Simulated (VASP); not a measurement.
# Si4O7 (a cell with a defect) in VASP: further runs

Si4O7 (a cell with a defect) is run at these levels: LDA; tasks: single point.

Everything below comes from runs of VASP 6.6.1. Logs are shortened: lines on timing, memory, paths and dates and some standing lists are left out, and cuts for length are marked.

## 1. The cell of the first run

The cell holds a defect, 11 atoms: a = 4.934 Å, b = 4.934 Å, c = 4.934 Å, α = 106.91°, β = 106.91°, γ = 114.72°.

## 2. Single point, LDA (atom 9 moved 0.125 of the way to it and +0.000 Å across, host rigid)

The input, INCAR:

```
SYSTEM = Si4O7
PREC = Accurate
ENCUT = 520
EDIFF = 1E-6
ISMEAR = 0
SIGMA = 0.05
LREAL = .False.
LASPH = .True.
NELM = 60
ALGO = Normal
ISIF = 2
LWAVE = .False.
LCHARG = .True.
LELF = .True.
LVHAR = .True.
NBANDS = 40
```

The input, KPOINTS:

```
regular mesh
0
Gamma
  6 6 6
  0 0 0
```

The input, POSCAR:

```
Si4O7
1.0
    0.0000000000      4.1548619959     -2.6614337333
    0.0000000000     -4.1548619959     -2.6614337333
   -4.1548619959      0.0000000000      2.6614337333
Si O
4 7
Direct
    0.2500000000      0.7500000000      0.5000000000
    0.7500000000      0.2500000000      0.5000000000
    0.0000000000      0.0000000000      1.0000000000
    0.5000000000      0.5000000000      1.0000000000
    1.0000000000      0.3055647994      0.3055647994
    0.5555647994      0.7500000000      0.8055647994
    0.0555647994      0.2500000000      0.8055647994
    0.0000000000      0.6944352006      0.6944352006
    0.5000000000      0.1458264005      0.6458264005
    0.9444352006      0.7500000000      0.1944352006
    0.4444352006      0.2500000000      0.1944352006
```

Potentials or basis: VASP PAW LDA potentials, release 64 (Si, O).

Run with:

```sh
cat potpaw_LDA.64/Si/POTCAR potpaw_LDA.64/O/POTCAR > POTCAR
mpirun -np 1 vasp_std > vasp.out
```

OUTCAR:

```text
SYSTEM = Si4O7
   PREC = Accurate
   ENCUT = 520
   EDIFF = 1E-6
   ISMEAR = 0
   LREAL = .False.
   LASPH = .True.
   NELM = 60
   ISIF = 2

 ion  position               nearest neighbor table
   1  0.250  0.750  0.500-   9 1.58   8 1.75   5 1.75   6 1.80  10 1.80   2 2.66   2 2.66
   2  0.750  0.250  0.500-   9 1.58   8 1.75   5 1.75   7 1.80  11 1.80   1 2.66   1 2.66
   3  0.000  0.000  0.000-   6 1.75   7 1.75  10 1.75  11 1.75   5 1.80   8 1.80   4 2.66   4 2.66

   4  0.500  0.500  0.000-   6 1.75   7 1.75  10 1.75  11 1.75   9 2.08   3 2.66   3 2.66
   5  0.000  0.306  0.306-   1 1.75   2 1.75   3 1.80
   6  0.556  0.750  0.806-   3 1.75   4 1.75   1 1.80
   7  0.056  0.250  0.806-   3 1.75   4 1.75   2 1.80
   8  0.000  0.694  0.694-   1 1.75   2 1.75   3 1.80
   9  0.500  0.146  0.646-   1 1.58   2 1.58   4 2.08
  10  0.944  0.750  0.194-   3 1.75   4 1.75   1 1.80
  11  0.444  0.250  0.194-   3 1.75   4 1.75   2 1.80

  LATTYP: Found a body centered tetragonal cell.
 ALAT       =     5.8758621844
 C/A-ratio  =     0.9058870511

  Lattice vectors:

 A1 = (   0.0000000000,   4.1548619959,  -2.6614337333)
 A2 = (   0.0000000000,  -4.1548619959,  -2.6614337333)
 A3 = (  -4.1548619959,   0.0000000000,   2.6614337333)

Analysis of symmetry for initial positions (statically):
=====================================================================
 Subroutine PRICEL returns:
 Original cell was already a primitive cell.

 Routine SETGRP: Setting up the symmetry group for a
 body centered tetragonal supercell.

 Subroutine GETGRP returns: Found  4 space group operations
 (whereof  4 operations were pure point group operations)
 out of a pool of 16 trial point group operations.

The static configuration has the point symmetry C_2v.

Analysis of symmetry for dynamics (positions and initial velocities):
=====================================================================
 Subroutine PRICEL returns:
 Original cell was already a primitive cell.

 Routine SETGRP: Setting up the symmetry group for a
 body centered tetragonal supercell.

 Subroutine GETGRP returns: Found  4 space group operations
 (whereof  4 operations were pure point group operations)
 out of a pool of 16 trial point group operations.

The dynamic configuration has the point symmetry C_2v.

 Subroutine INISYM returns: Found  4 space group operations
 (whereof  4 operations are pure point group operations),
 and found     1 'primitive' translations

----------------------------------------------------------------------------------------

                                     Primitive cell

  volume of cell :      91.8880

  direct lattice vectors                    reciprocal lattice vectors
     0.000000000  4.154861996 -2.661433733    -0.120340940  0.120340940 -0.187868664
     0.000000000 -4.154861996 -2.661433733    -0.120340940 -0.120340940 -0.187868664
    -4.154861996  0.000000000  2.661433733    -0.240681881  0.000000000  0.000000000

  length of vectors
     4.934177512  4.934177512  4.934177512     0.253492641  0.253492641  0.240681881

  position of ions in fractional coordinates (direct lattice)
     0.250000000  0.750000000  0.500000000
     0.750000000  0.250000000  0.500000000
     0.000000000  0.000000000  0.000000000
     0.500000000  0.500000000  0.000000000
     0.000000000  0.305564799  0.305564799
     0.555564799  0.750000000  0.805564799
     0.055564799  0.250000000  0.805564799
     0.000000000  0.694435201  0.694435201
     0.500000000  0.145826400  0.645826400
     0.944435201  0.750000000  0.194435201
     0.444435201  0.250000000  0.194435201

  ion indices of the primitive-cell ions
   primitive index   ion index
                 1           1
                 2           2
                 3           3
                 4           4
                 5           5
                 6           6
                 7           7
                 8           8
                 9           9
                10          10
                11          11

----------------------------------------------------------------------------------------

 KPOINTS: regular mesh

Automatic generation of k-mesh.
 Grid dimensions read from file:
 generate k-points for:    6    6    6

 Generating k-lattice:

  Cartesian coordinates                     Fractional coordinates (reciprocal lattice)
    -0.020056823  0.020056823 -0.031311444     0.166666667 -0.000000000  0.000000000
    -0.020056823 -0.020056823 -0.031311444    -0.000000000  0.166666667  0.000000000
    -0.040113647  0.000000000  0.000000000     0.000000000  0.000000000  0.166666667

  Length of vectors
     0.042248773  0.042248773  0.040113647

  Shift w.r.t. Gamma in fractional coordinates (k-lattice)
     0.000000000  0.000000000  0.000000000

 Subroutine IBZKPT returns following result:
 ===========================================

 Found     46 irreducible k-points:

 Following reciprocal coordinates:
            Coordinates               Weight
  0.000000  0.000000  0.000000      1.000000
  0.166667  0.000000 -0.000000      4.000000
  0.166667  0.000000 -0.166667      4.000000
  0.333333  0.000000 -0.000000      4.000000
  0.333333  0.000000 -0.333333      4.000000
  0.500000  0.000000 -0.000000      2.000000
[... 16 lines left out ...]
 -0.333333 -0.166667 -0.333333      4.000000
 -0.166667  0.166667  0.166667      2.000000
 [... further k-points ...]
   k-points           NKPTS =     46   k-points in BZ     NKDIM =     46   number of bands    NBANDS=     40
   number of dos      NEDOS =    301   number of ions     NIONS =     11
   total plane-waves  NPLWV =  64000
   dimension x,y,z NGX =    40 NGY =   40 NGZ =   40
   dimension x,y,z NGXF=    80 NGYF=   80 NGZF=   80
   ions per type =               4   7
   NGX,Y,Z   is equivalent  to a cutoff of  13.48, 13.48, 13.48 a.u.
   NGXF,Y,Z  is equivalent  to a cutoff of  26.95, 26.95, 26.95 a.u.
 SYSTEM =  Si4O7
   PREC   = accura    normal or accurate (medium, high low for compatibility)
   ISTART =      0    job   : 0-new  1-cont  2-samecut
   ICHARG =      2    charge: 1-file 2-atom 10-const
   ISPIN  =      1    spin polarized calculation?
   LNONCOLLINEAR =      F non collinear calculations
   LSORBIT =      F    spin-orbit coupling
   LASPH  =      T    aspherical Exc in radial PAW
   ENCUT  =  520.0 eV  38.22 Ry    6.18 a.u.   9.17  9.17  9.17*2*pi/ulx,y,z
   NELM   =     60;   NELMIN=  2; NELMDL= -5     # of ELM steps
   EDIFF  = 0.1E-05   stopping-criterion for ELM
   LREAL  =      F    real-space projection
   EDIFFG = 0.1E-04   stopping-criterion for IOM
   NSW    =      0    number of steps for IOM
   IBRION =     -1    ionic relax: 0-MD 1-quasi-New 2-CG
   NFREE  =      0    steps in history (QN), initial steepest desc. (CG)
   ISIF   =      2    stress and relaxation
   ISYM   =      2    0-nonsym 1-usesym 2-fastsym
   POTIM  = 0.5000    time-step for ionic-motion
   TEBEG  =    0.0;   TEEND  =   0.0 temperature during run
   PSTRESS=    0.0 pullay stress
   NELECT =      58.0000    total number of electrons
   NUPDOWN=      -1.0000    fix difference up-down
   EMIN   =  10.00;   EMAX   =-10.00  energy-range for DOS
   EFERMI =   0.00;   METHOD = LEGACY
   ISMEAR =     0;   SIGMA  =   0.05  broadening in eV -4-tet -1-fermi 0-gaus
   EFERMI_NEDOS =   21; number of points for ismear=-14 and -15
   IALGO  =     38    algorithm
   IMIX   =      4    mixing-type and parameters
     AMIX     =   0.40;   BMIX     =  1.00
     AMIX_MAG =   1.60;   BMIX_MAG =  1.00
  volume/ion in A,a.u.               =       8.35        56.37
  Fermi-wavevector in a.u.,A,eV,Ry     =   1.404315  2.653771 26.832059  1.972101
  Thomas-Fermi vector in A             =   2.526889
   LORBIT       =      0    0 simple, 1 ext, 2 COOP (PROOUT), +10 PAW based schemes
   GGA     = CA    functional components
   LHFCALC =     F    Hartree Fock is set to
   AEXX    =    0.0000 exact exchange contribution
   IVDW    =     0    specifies the selected vdW correction
   LEPSILON=     F    determine dielectric tensor
   LRPA    =     F    only Hartree local field effects (RPA)
 non-spin polarized calculation
 Gauss-broadening in eV      SIGMA  =   0.05
  energy-cutoff  :      520.00
  volume of cell :       91.89
 maximum number of plane-waves:      2502
 NGX is ok and might be reduce to    40
   NGX = 19   NGY = 19   NGZ = 19

 number of electron      58.0000006 magnetization

 Free energy of the ion-electron system (eV)
  ---------------------------------------------------
  ext. energy  EPLUGINS =         0.00000000
  ---------------------------------------------------
  free energy    TOTEN  =       -90.32045480 eV

  energy without entropy =      -90.32045480  energy(sigma->0) =      -90.32045480

 E-fermi :  10.6663     XC(G=0): -12.3815

 val. band max:       10.4413894078   @ k =   0.5000   0.5000   0.5000
 cond. band min:      12.0708635452   @ k =   0.5000   0.0000   0.5000
 fundamental gap:      1.6294741374
 Fermi energy:        10.6663388238

 k-point     1 :       0.0000    0.0000    0.0000
  band No.  band energies     occupation
      1     -14.7892      2.00000
      2     -12.2342      2.00000
      3     -11.8568      2.00000
      4     -11.2404      2.00000
      5     -11.1930      2.00000
      6     -10.8509      2.00000
[... 32 lines left out ...]
     39      18.9199      0.00000
     40      19.0564      0.00000

 k-point     2 :       0.1667    0.0000   -0.0000
  band No.  band energies     occupation
      1     -14.6286      2.00000
      2     -12.3698      2.00000
      3     -11.9552      2.00000
      4     -11.6211      2.00000
      5     -10.9463      2.00000
      6     -10.7734      2.00000
[... 935 lines left out ...]
     39      19.2404      0.00000
     40      19.3543      0.00000

 k-point    24 :      -0.1667    0.1667    0.1667
  band No.  band energies     occupation
      1     -14.5481      2.00000
      2     -12.2853      2.00000
      3     -11.9475      2.00000
      4     -11.8304      2.00000
      5     -11.3397      2.00000
      6     -10.5731      2.00000
[... 32 lines left out ...]
     39      19.1526      0.00000
     40      19.7576      0.00000

 [... further k-points ...]
[... 5 lines left out ...]
  --------------------------------------------------------------------------------------
  -------------------------------------------------------------------------------------
  Total        1.6590321      1.6590321      6.3586477     -1.1214648      0.0000000      0.0000000
  in kB       28.9272074     28.9272074    110.8706219    -19.5540794      0.0000000      0.0000000
  external PRESSURE =      56.2416789 kB  Pullay stress =       0.0000000 kB

 VOLUME and BASIS-vectors are now :
 -----------------------------------------------------------------------------
  energy-cutoff  :      520.00
  volume of cell :       91.89
      direct lattice vectors                 reciprocal lattice vectors
     0.000000000  4.154861996 -2.661433733    -0.120340940  0.120340940 -0.187868664
     0.000000000 -4.154861996 -2.661433733    -0.120340940 -0.120340940 -0.187868664
    -4.154861996  0.000000000  2.661433733    -0.240681881  0.000000000  0.000000000

 POSITION                                       TOTAL-FORCE (eV/Angst)
 -----------------------------------------------------------------------------------
     -2.07743     -2.07743     -1.33072         2.449792      2.449792      1.646535
     -2.07743      2.07743     -1.33072         2.449792      2.449792     -1.646535
      0.00000      0.00000      0.00000        -0.171682     -0.171682     -0.000000
      0.00000      0.00000     -2.66143        -1.670806     -1.670806     -0.000000
     -1.26958     -1.26958      0.00000         0.177054      0.177054     -0.000000
     -3.34701     -0.80785     -1.33072         0.410812      0.560640      0.193641
     -3.34701     -0.80785      1.33072         0.410812      0.560640     -0.193641
     -2.88528     -2.88528      0.00000        -0.120706     -0.120706     -0.000000
     -2.68332      1.47154      0.00000        -5.056348     -5.056348     -0.000000
     -0.80785      0.80785     -3.99215         0.560640      0.410812      0.193641
     -0.80785      0.80785     -1.33072         0.560640      0.410812     -0.193641
 -----------------------------------------------------------------------------------
    total drift:                                0.001131      0.001131     -0.000000

  FREE ENERGIE OF THE ION-ELECTRON SYSTEM (eV)
  ---------------------------------------------------
  free  energy   TOTEN  =       -90.3204548028 eV

  energy  without entropy=      -90.3204548028  energy(sigma->0) =      -90.32045480
```

Run time: 2.1 min. Hardware: 1 thread of Intel Xeon 6975P-C (Granite Rapids), shared host; peak memory 0.25 GiB.

What came out:

```
Free energy            : -90.3205 eV
Pressure               : 5.6 GPa
Largest force          : 7.151 eV/Å
Band gap on the k mesh : 1.63 eV
```

Forces in eV/Å, atoms in the order of the input:
```
Si   2.450  2.450  1.647
Si   2.450  2.450 -1.647
Si  -0.172 -0.172  0.000
Si  -1.671 -1.671  0.000
O    0.177  0.177  0.000
O    0.411  0.561  0.194
O    0.411  0.561 -0.194
O   -0.121 -0.121  0.000
O   -5.056 -5.056  0.000
O    0.561  0.411  0.194
O    0.561  0.411 -0.194
```

Levels at points of the mesh, in eV from the valence-band top:
```csv
k point,band 26,band 27,band 28,band 29,band 30,band 31,band 32,band 33
"(0.00, 0.00, 0.00)",-4.56,-4.04,-3.36,-2.47,3.20,3.50,3.88,3.95
"(0.50, 0.00, 0.00)",-4.98,-4.67,-3.94,-0.38,2.58,4.02,4.52,5.10
"(0.50, 0.00, 0.50)",-4.79,-4.17,-3.99,-0.53,1.63,3.64,5.28,6.29
"(0.50, 0.50, 0.00)",-4.82,-4.49,-4.39,-0.89,2.29,4.33,5.05,5.30
"(0.50, 0.50, 0.50)",-5.65,-5.49,-5.14,0.00,2.61,3.49,3.96,5.36
```

Caveat: the cell differs from its parent crystal (atom 9 moved 0.125 of the way to it and +0.000 Å across, host rigid).

(Continued in part 2 of 2.)
